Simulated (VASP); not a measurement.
# Hf3F2: single point with PBE

Crystal: Hf3F2.

```
CELL_PARAMETERS angstrom
3.20558 0.00000 0.00000
-1.60279 2.77612 0.00000
0.00000 0.00000 10.03799
ATOMIC_POSITIONS crystal
Hf 0.33333 0.66667 0.24587
Hf 0.66667 0.33333 0.75413
Hf 0.00000 0.00000 0.00000
F 0.66667 0.33333 0.37969
F 0.33333 0.66667 0.62031
```

| Property | Result |
| --- | --- |
| Program | VASP 6.6.1 |
| Task | single point |
| Functional | PBE |
| Potentials or basis | VASP PAW PBE potentials, release 64 (Hf_pv, F) |
| Cutoff | 600 eV |
| k mesh | 6 × 6 × 2 |
| Occupations | gaussian, width 0.1 eV |
| Spin | no spin polarisation |
| Dipole correction | no |
| Further INCAR settings | ALGO = Normal; EDIFF = 1e-06; NBANDS = 30 |

```json
{
  "Pressure": "-0.6 GPa",
  "Largest force": "0.203 eV/Å",
  "Band gap on the k mesh": "zero (bands 22 and 23 overlap by 1.43 eV)"
}
```

Forces in eV/Å, atoms in the order of the input:
```
Hf   0.000  0.000  0.158
Hf   0.000  0.000 -0.158
Hf   0.000  0.000  0.000
F    0.000  0.000 -0.203
F    0.000  0.000  0.203
```

Stress tensor (GPa, compression positive):
```
-0.68  0.00  0.00
 0.00 -0.68  0.00
 0.00  0.00 -0.38
```

Levels at points of the mesh, in eV from the Fermi level:
```csv
k point,band 19,band 20,band 21,band 22,band 23,band 24,band 25,band 26
"(0.00, 0.00, 0.00)",-2.91,-2.59,0.51,1.17,1.17,1.65,1.71,1.71
"(0.50, 0.00, 0.00)",-2.21,-1.52,-1.39,-0.37,0.61,0.96,1.61,3.40
"(0.00, 0.00, 0.50)",-3.29,-2.36,0.58,1.17,1.17,1.60,1.69,1.69
"(0.50, 0.00, 0.50)",-2.18,-1.49,-1.45,-0.38,0.63,0.98,1.61,3.39
```

Wall time 120 s on 1 thread of Intel Xeon 8259CL, with other jobs on the host, peak memory 0.24 GiB.

Caveat: the k points lie up to 0.38 Å⁻¹ apart, too coarse for converged energies and pressures of a metal; spin-orbit coupling is left out, which moves the levels of the heavy elements.
